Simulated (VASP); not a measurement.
**MgReSe3: single point with PBE**

Crystal: MgReSe3.

```
Mg Re Se
1.0
     4.95016    0.00000    0.00000
     0.00000    4.95016    0.00000
     0.00000    0.00000    4.95016
Mg Re Se
1 1 3
Cartesian
  2.4751 2.4751 2.4751
  0.0000 0.0000 0.0000
  0.0000 2.4751 2.4751
  2.4751 0.0000 2.4751
  2.4751 2.4751 0.0000
```

| Property | Result |
| --- | --- |
| Program | VASP 6.6.1 |
| Task | single point |
| Functional | PBE |
| Potentials or basis | VASP PAW PBE potentials, release 64 (Mg, Re, Se) |
| Cutoff | 520 eV |
| k mesh | 8 × 8 × 8 |
| Occupations | gaussian, width 0.1 eV |
| Spin | collinear spin |
| Starting moments | [0.0, 4.45, -0.28, -0.28, -0.28] μB |
| Dipole correction | no |
| Further INCAR settings | ALGO = Normal; EDIFF = 1e-06; NBANDS = 26 |

| Item | Value |
| --- | --- |
| Pressure | -0.1 GPa |
| Net moment | 3.22 μB per cell |
| Site moments | Mg +0.00; Re +3.83; Se -0.27 μB |
| Valence electrons inside the program's atomic spheres | Mg 0.44; Re 4.94; Se 3.79 |

Levels at points of the mesh, in eV from the Fermi level:
Spin up:
```csv
k point,band 12,band 13,band 14,band 15,band 16,band 17,band 18,band 19
"(0.00, 0.00, 0.00)",-1.89,-0.60,-0.60,-0.60,0.01,0.01,0.01,3.78
"(0.50, 0.00, 0.00)",-1.76,-1.74,-1.74,0.11,0.51,0.51,1.54,3.01
"(0.50, 0.50, 0.00)",-1.93,-1.87,-0.37,-0.10,-0.10,1.06,1.16,3.77
"(0.50, 0.50, 0.50)",-1.90,-1.90,-0.33,-0.33,0.91,0.91,0.91,6.20
```
Spin down:
```tsv
k point	band 9	band 10	band 11	band 12	band 13	band 14	band 15	band 16
(0.00, 0.00, 0.00)	-1.02	-0.24	-0.22	-0.22	-0.22	0.39	0.39	0.49
(0.50, 0.00, 0.00)	-2.03	-2.03	-0.79	-0.79	0.56	0.79	1.62	1.67
(0.50, 0.50, 0.00)	-2.14	-2.14	-0.57	-0.07	0.67	0.77	1.60	1.63
(0.50, 0.50, 0.50)	-0.53	-0.24	0.46	0.46	0.46	0.71	0.71	0.71
```

Wall time 2.3 min on 1 thread of Intel(R) Xeon(R) 6975P-C (Granite Rapids), on a shared host, peak memory 0.41 GiB.

Caveat: spin-orbit coupling is left out, which moves the levels of the heavy elements.
